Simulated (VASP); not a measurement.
# CuO (P1) in VASP: settings compared

CuO is run at these levels: PBE, r2SCAN+U; tasks: single point.

Everything below comes from runs of VASP 6.6.1. Logs are shortened: lines on timing, memory, paths and dates and some standing lists are left out, and cuts for length are marked.

**1. The cell of the first run**

The typed cell holds 8 atoms: a = 2.900 Å, b = 5.129 Å, c = 5.643 Å, α = 93.94°, β = 101.64°, γ = 97.69°.

**2. Single point, PBE**

Input file INCAR:

```
SYSTEM = CuO
PREC = Accurate
ENCUT = 820
EDIFF = 1E-6
ISMEAR = -1
SIGMA = 0.05
LREAL = .FALSE.
LASPH = .TRUE.
NELM = 120
ALGO = Normal
ISIF = 2
LWAVE = .FALSE.
LCHARG = .FALSE.
GGA = PE
NBANDS = 60
GGA_COMPAT = .FALSE.
```

Input file KPOINTS:

```
Automatic mesh
0
G
  3 2 2
  0 0 0
```

Input file POSCAR:

```
CuO
1.0
   -2.3418500000      1.7113000000      0.0000000000
    0.8500300000      0.0000000000     -5.0578700000
   -2.3418500000     -5.1339000000      0.0000000000
Cu O
4 4
Direct
    0.2479969100      0.0006014900      0.2432966400
    0.7479969100      0.0006014900      0.7432966400
    0.9979969100      0.5006014900      0.4932966400
    0.4979969100      0.5006014900      0.9932966400
    0.7071969100      0.7506014900      0.2840966400
    0.2071969100      0.7506014900      0.7840966400
    0.7887969100      0.2506014900      0.2024966400
    0.3048216600      0.2457895500      0.7561235500
```

Potentials or basis: VASP PAW PBE potentials, release 64 (Cu_sv_GW, O).

The run is started by

```sh
> cat potpaw_PBE.64/Cu_sv_GW/POTCAR potpaw_PBE.64/O/POTCAR > POTCAR
> mpirun -np 1 vasp_std > vasp.out
```

OUTCAR:

```text
SYSTEM = CuO
   PREC = Accurate
   ENCUT = 820
   EDIFF = 1E-6
   ISMEAR = -1
   LREAL = .FALSE.
   LASPH = .TRUE.
   NELM = 120
   ISIF = 2
   GGA = PE

 ion  position               nearest neighbor table
   1  0.248  0.001  0.243-   5 1.95   7 1.95   7 1.96   5 1.96
   2  0.748  0.001  0.743-   8 1.90   8 1.92   6 1.95   6 1.96
   3  0.998  0.501  0.493-   7 1.95   6 1.95   5 1.96   8 2.18
   4  0.498  0.501  0.993-   8 1.75   5 1.95   6 1.96   7 1.96
   5  0.707  0.751  0.284-   1 1.95   4 1.95   3 1.96   1 1.96
   6  0.207  0.751  0.784-   2 1.95   3 1.95   4 1.96   2 1.96
   7  0.789  0.251  0.202-   3 1.95   1 1.95   1 1.96   4 1.96
   8  0.305  0.246  0.756-   4 1.75   2 1.90   2 1.92   3 2.18

  LATTYP: Found a triclinic cell.
 ALAT       =     8.8711867116
 B/A-ratio  =     0.3269556130
 C/A-ratio  =     1.3190826441
 COS(alpha) =     0.0053209128
 COS(beta)  =     0.5659575896
 COS(gamma) =     0.7822162007

  Lattice vectors:

 A1 = (  -2.3418500000,   8.5565000000,   0.0000000000)
 A2 = (  -2.3418500000,   1.7113000000,   0.0000000000)
 A3 = (   6.1755200000,   8.5565000000,   5.0578700000)

Analysis of symmetry for initial positions (statically):
=====================================================================
 Subroutine PRICEL returns:
 Original cell was already a primitive cell.

 Routine SETGRP: Setting up the symmetry group for a
 triclinic supercell.

 Subroutine GETGRP returns: Found  1 space group operations
 (whereof  1 operations were pure point group operations)
 out of a pool of  2 trial point group operations.

The static configuration has the point symmetry C_1 .

Analysis of symmetry for dynamics (positions and initial velocities):
=====================================================================
 Subroutine PRICEL returns:
 Original cell was already a primitive cell.

 Routine SETGRP: Setting up the symmetry group for a
 triclinic supercell.

 Subroutine GETGRP returns: Found  1 space group operations
 (whereof  1 operations were pure point group operations)
 out of a pool of  2 trial point group operations.

The dynamic configuration has the point symmetry C_1 .

 Subroutine INISYM returns: Found  1 space group operations
 (whereof  1 operations are pure point group operations),
 and found     1 'primitive' translations

----------------------------------------------------------------------------------------

                                     Primitive cell

  volume of cell :      81.0798

  direct lattice vectors                    reciprocal lattice vectors
    -2.341850000  1.711300000  0.000000000    -0.320259624  0.146087770 -0.053823109
     0.850030000  0.000000000 -5.057870000     0.000000000  0.000000000 -0.197711685
    -2.341850000 -5.133900000  0.000000000    -0.106753208 -0.146087770 -0.017941036

  length of vectors
     2.900484289  5.128801023  5.642799893     0.356096602  0.197711685  0.181823443

  position of ions in fractional coordinates (direct lattice)
     0.247996910  0.000601490  0.243296640
     0.747996910  0.000601490  0.743296640
     0.997996910  0.500601490  0.493296640
     0.497996910  0.500601490  0.993296640
     0.707196910  0.750601490  0.284096640
     0.207196910  0.750601490  0.784096640
     0.788796910  0.250601490  0.202496640
     0.304821660  0.245789550  0.756123550

  ion indices of the primitive-cell ions
   primitive index   ion index
                 1           1
                 2           2
                 3           3
                 4           4
                 5           5
                 6           6
                 7           7
                 8           8

----------------------------------------------------------------------------------------

 KPOINTS: Automatic mesh

Automatic generation of k-mesh.
 Grid dimensions read from file:
 generate k-points for:    3    2    2

 Generating k-lattice:

  Cartesian coordinates                     Fractional coordinates (reciprocal lattice)
    -0.106753208  0.048695923 -0.017941036     0.333333333  0.000000000 -0.000000000
     0.000000000  0.000000000 -0.098855842     0.000000000  0.500000000  0.000000000
    -0.053376604 -0.073043885 -0.008970518     0.000000000 -0.000000000  0.500000000

  Length of vectors
     0.118698867  0.098855842  0.090911722

  Shift w.r.t. Gamma in fractional coordinates (k-lattice)
     0.000000000  0.000000000  0.000000000

 Subroutine IBZKPT returns following result:
 ===========================================

 Found      8 irreducible k-points:

 Following reciprocal coordinates:
            Coordinates               Weight
  0.000000  0.000000  0.000000      1.000000
  0.333333  0.000000 -0.000000      2.000000
  0.000000  0.500000  0.000000      1.000000
  0.333333  0.500000 -0.000000      2.000000
  0.000000  0.000000  0.500000      1.000000
  0.333333  0.000000  0.500000      2.000000
  0.000000  0.500000  0.500000      1.000000
  0.333333  0.500000  0.500000      2.000000
   k-points           NKPTS =      8   k-points in BZ     NKDIM =      8   number of bands    NBANDS=     60
   number of dos      NEDOS =    301   number of ions     NIONS =      8
   total plane-waves  NPLWV =  72576
   dimension x,y,z NGX =    28 NGY =   48 NGZ =   54
   dimension x,y,z NGXF=    56 NGYF=   96 NGZF=  108
   ions per type =               4   4
   NGX,Y,Z   is equivalent  to a cutoff of  16.05, 15.56, 15.91 a.u.
   NGXF,Y,Z  is equivalent  to a cutoff of  32.10, 31.12, 31.82 a.u.
 SYSTEM =  CuO
   PREC   = accura    normal or accurate (medium, high low for compatibility)
   ISTART =      0    job   : 0-new  1-cont  2-samecut
   ICHARG =      2    charge: 1-file 2-atom 10-const
   ISPIN  =      1    spin polarized calculation?
   LNONCOLLINEAR =      F non collinear calculations
   LSORBIT =      F    spin-orbit coupling
   LASPH  =      T    aspherical Exc in radial PAW
   ENCUT  =  820.0 eV  60.27 Ry    7.76 a.u.   6.77 11.98 13.18*2*pi/ulx,y,z
   NELM   =    120;   NELMIN=  2; NELMDL= -5     # of ELM steps
   EDIFF  = 0.1E-05   stopping-criterion for ELM
   LREAL  =      F    real-space projection
   EDIFFG = 0.1E-04   stopping-criterion for IOM
   NSW    =      0    number of steps for IOM
   IBRION =     -1    ionic relax: 0-MD 1-quasi-New 2-CG
   NFREE  =      0    steps in history (QN), initial steepest desc. (CG)
   ISIF   =      2    stress and relaxation
   ISYM   =      2    0-nonsym 1-usesym 2-fastsym
   POTIM  = 0.5000    time-step for ionic-motion
   TEBEG  =    0.0;   TEEND  =   0.0 temperature during run
   PSTRESS=    0.0 pullay stress
   NELECT =     100.0000    total number of electrons
   NUPDOWN=      -1.0000    fix difference up-down
   EMIN   =  10.00;   EMAX   =-10.00  energy-range for DOS
   EFERMI =   0.00;   METHOD = LEGACY
   ISMEAR =    -1;   SIGMA  =   0.05  broadening in eV -4-tet -1-fermi 0-gaus
   EFERMI_NEDOS =   21; number of points for ismear=-14 and -15
   IALGO  =     38    algorithm
   IMIX   =      4    mixing-type and parameters
     AMIX     =   0.40;   BMIX     =  1.00
     AMIX_MAG =   1.60;   BMIX_MAG =  1.00
  volume/ion in A,a.u.               =      10.13        68.39
  Fermi-wavevector in a.u.,A,eV,Ry     =   1.755647  3.317692 41.937190  3.082296
  Thomas-Fermi vector in A             =   2.825352
   LORBIT       =      0    0 simple, 1 ext, 2 COOP (PROOUT), +10 PAW based schemes
   GGA     = PE    functional components
   LHFCALC =     F    Hartree Fock is set to
   AEXX    =    0.0000 exact exchange contribution
   IVDW    =     0    specifies the selected vdW correction
   LEPSILON=     F    determine dielectric tensor
   LRPA    =     F    only Hartree local field effects (RPA)
 non-spin polarized calculation
  energy-cutoff  :      820.00
  volume of cell :       81.08
 maximum number of plane-waves:      4341
 NGX is ok and might be reduce to    28
   NGX = 13   NGY = 23   NGZ = 27

 number of electron     100.0000000 magnetization

 number of electron      99.9999968 magnetization

 Free energy of the ion-electron system (eV)
  ---------------------------------------------------
  ext. energy  EPLUGINS =         0.00000000
  ---------------------------------------------------
  free energy    TOTEN  =       -39.18603793 eV

  energy without entropy =      -39.16081548  energy(sigma->0) =      -39.17342671

 E-fermi :   5.7725     XC(G=0): -12.2747

 val. band max:        5.6965463850   @ k =   0.3333   0.5000   0.5000
 cond. band min:       5.8162044407   @ k =   0.0000   0.0000   0.5000
 fundamental gap:      0.1196580556
 Fermi energy:         5.7724919372

 k-point     1 :       0.0000    0.0000    0.0000
  band No.  band energies     occupation
      1    -107.1495      2.00000
      2    -106.8937      2.00000
      3    -106.8505      2.00000
      4    -106.5831      2.00000
      5     -64.7658      2.00000
      6     -64.6131      2.00000
[... 52 lines left out ...]
     59      16.9709      0.00000
     60      17.0834      0.00000

 k-point     2 :       0.3333    0.0000   -0.0000
  band No.  band energies     occupation
      1    -107.1490      2.00000
      2    -106.8932      2.00000
      3    -106.8500      2.00000
      4    -106.5827      2.00000
      5     -64.7653      2.00000
      6     -64.6145      2.00000
[... 52 lines left out ...]
     59      15.0894      0.00000
     60      15.7054      0.00000

 k-point     3 :       0.0000    0.5000    0.0000
  band No.  band energies     occupation
      1    -107.1496      2.00000
      2    -106.8939      2.00000
      3    -106.8506      2.00000
      4    -106.5832      2.00000
      5     -64.7660      2.00000
      6     -64.6132      2.00000
[... 304 lines left out ...]
     59      16.3363      0.00000
     60      16.5678      0.00000

 k-point     8 :       0.3333    0.5000    0.5000
  band No.  band energies     occupation
      1    -107.1491      2.00000
      2    -106.8933      2.00000
      3    -106.8501      2.00000
      4    -106.5827      2.00000
      5     -64.7654      2.00000
      6     -64.6147      2.00000
[... 52 lines left out ...]
     59      15.2708      0.00000
     60      15.7939      0.00000

------------------------ aborting loop because EDIFF is reached ----------------------------------------

  FORCE on cell =-STRESS in cart. coord.  units (eV):
  Direction    XX          YY          ZZ          XY          YZ          ZX
  --------------------------------------------------------------------------------------
  -------------------------------------------------------------------------------------
  Total        3.4155846      4.7293449      3.9903678      0.7041648      1.2154068      1.2261277
  in kB       67.4936237     93.4541712     78.8516218     13.9146408     24.0170328     24.2288836
  external PRESSURE =      79.9331389 kB  Pullay stress =       0.0000000 kB

 VOLUME and BASIS-vectors are now :
 -----------------------------------------------------------------------------
  energy-cutoff  :      820.00
  volume of cell :       81.08
      direct lattice vectors                 reciprocal lattice vectors
    -2.341850000  1.711300000  0.000000000    -0.320259624  0.146087770 -0.053823109
     0.850030000  0.000000000 -5.057870000     0.000000000  0.000000000 -0.197711685
    -2.341850000 -5.133900000  0.000000000    -0.106753208 -0.146087770 -0.017941036

 POSITION                                       TOTAL-FORCE (eV/Angst)
 -----------------------------------------------------------------------------------
     -1.15002     -0.82466     -0.00304        -0.035118      0.092555     -0.033229
     -3.49187     -2.53596     -0.00304        -0.105541     -0.553291      0.313556
     -3.06686     -0.82466     -2.53198        -0.360250     -0.214286      0.388910
     -3.06686     -4.24726     -2.53198        -1.129344     -1.339272     -1.579533
     -1.68343     -0.24830     -3.79644         0.114985      0.362295     -0.316441
     -1.68343     -3.67090     -3.79644         0.104347      0.633214      0.199246
     -2.10844      0.31027     -1.26751        -0.322672     -0.775791      0.163659
     -2.27565     -3.36022     -1.24317         1.733593      1.794575      0.863833
 -----------------------------------------------------------------------------------
    total drift:                                0.002762     -0.000560     -0.003521

  FREE ENERGIE OF THE ION-ELECTRON SYSTEM (eV)
  ---------------------------------------------------
  free  energy   TOTEN  =       -39.1860379305 eV

  energy  without entropy=      -39.1608154848  energy(sigma->0) =      -39.17342671
```

It took 2.4 min on 1 thread of AMD EPYC 9R14 (Zen 4), shared host; peak memory 0.25 GiB.

What came out:

| Property | Result |
| --- | --- |
| Free energy | -39.1860 eV |
| Pressure | 8.0 GPa |
| Largest force | 2.640 eV/Å |
| Band gap on the k mesh | zero (bands 50 and 51 overlap by 0.47 eV) |

Forces in eV/Å, atoms in the order of the input:
```
Cu  -0.035  0.093 -0.033
Cu  -0.106 -0.553  0.314
Cu  -0.360 -0.214  0.389
Cu  -1.129 -1.339 -1.580
O    0.115  0.362 -0.316
O    0.104  0.633  0.199
O   -0.323 -0.776  0.164
O    1.734  1.795  0.864
```

Stress tensor (GPa, compression positive):
```
6.75 1.39 2.42
1.39 9.35 2.40
2.42 2.40 7.89
```

Caveat: the k points lie up to 0.75 Å⁻¹ apart; semilocal functionals underestimate gaps, and a narrow one can read as zero; semilocal functionals often make such compounds metallic where correlation or magnetic order opens a gap, which also shifts bond lengths; forces of over 1 eV/Å act on the atoms, so gaps and moduli don't describe the material at rest. With open d or f shells a metallic result of PBE can be an artefact of self-interaction; +U or a hybrid may open a gap.

**3. Single point, r2SCAN+U**

POSCAR is that of step 2.

Input file INCAR.step1:

```
PREC = Accurate
ENCUT = 520
ISMEAR = -1
SIGMA = 0.05
LREAL = F
LASPH = T
NELM = 150
LMAXMIX = 4
LDAU = T
LDAUTYPE = 2
LDAUL = 2 -1
LDAUU = 5.3 0
LDAUJ = 0 0
NBANDS = 44
GGA = PE
ALGO = Normal
EDIFF = 1E-4
LWAVE = T
LCHARG = F
```

Input file INCAR.step2:

```
PREC = Accurate
ENCUT = 520
EDIFF = 1E-6
ISMEAR = -1
SIGMA = 0.05
LREAL = F
LASPH = T
NELM = 150
ALGO = Normal
ISIF = 2
LWAVE = F
LCHARG = T
LMAXMIX = 4
LDAU = T
LDAUTYPE = 2
LDAUL = 2 -1
LDAUU = 5.3 0
LDAUJ = 0 0
LDAUPRINT = 1
METAGGA = R2SCAN
LMIXTAU = T
LELF = T
LVHAR = T
NBANDS = 44
ISTART = 1
```

Input file KPOINTS:

```
regular mesh
0
Gamma
  9 5 5
```

Potentials or basis: VASP PAW PBE potentials, release 64 (Cu, O).

The run is started by

```sh
> cat potpaw_PBE.64/Cu/POTCAR potpaw_PBE.64/O/POTCAR > POTCAR
> cp INCAR.step1 INCAR
> mpirun -np 1 vasp_std > vasp.out
> cp INCAR.step2 INCAR
> mpirun -np 1 vasp_std > vasp.out
```

Wall time 42 min (1 thread of Oxide Virtual Turin-like, shared host); peak memory 0.37 GiB.

It converged, with:

| Item | Value |
| --- | --- |
| Free energy | -65.6352 eV |
| Pressure | -1.3 GPa |
| Largest force | 2.474 eV/Å |
| Band gap on the k mesh | zero (bands 34 and 35 overlap by 0.66 eV) |

Forces on the atoms (eV/Å):
```
Cu   0.014  0.144  0.006
Cu  -0.237 -0.562  0.379
Cu  -0.315 -0.172  0.277
Cu  -0.975 -1.211 -1.349
O    0.179  0.260 -0.191
O    0.106  0.355  0.221
O   -0.351 -0.603  0.008
O    1.580  1.789  0.648
```

Stress tensor (GPa, compression positive):
```
-2.34  1.33  2.52
 1.33 -0.58  2.23
 2.52  2.23 -1.13
```

Levels at points of the mesh, in eV from the Fermi level:
| k point | band 31 | band 32 | band 33 | band 34 | band 35 | band 36 | band 37 | band 38 |
| --- | --- | --- | --- | --- | --- | --- | --- | --- |
| (0.00, 0.00, 0.00) | -2.24 | -1.99 | 0.13 | 0.28 | 0.40 | 1.03 | 2.31 | 5.51 |

Eigenvalues of the final occupation matrices:
| site | spin | trace | eigenvalues |
| --- | --- | --- | --- |
| site 1 d | 1 | 4.65 | 0.78 0.95 0.97 0.97 0.98 |
| site 1 d | 2 | 4.65 | 0.78 0.95 0.97 0.97 0.98 |
| site 2 d | 1 | 4.65 | 0.78 0.95 0.97 0.97 0.98 |
| site 2 d | 2 | 4.65 | 0.78 0.95 0.97 0.97 0.98 |
| site 3 d | 1 | 4.67 | 0.81 0.95 0.97 0.97 0.98 |
| site 3 d | 2 | 4.67 | 0.81 0.95 0.97 0.97 0.98 |
| site 4 d | 1 | 4.65 | 0.77 0.96 0.97 0.97 0.98 |
| site 4 d | 2 | 4.65 | 0.77 0.96 0.97 0.97 0.98 |

Caveat: the PAW data sets were made with another functional, which shifts forces and pressure a little; U without spin polarisation on a metal has little footing.

The gap in the log of VASP goes by the Fermi energy; the results here count the filled bands.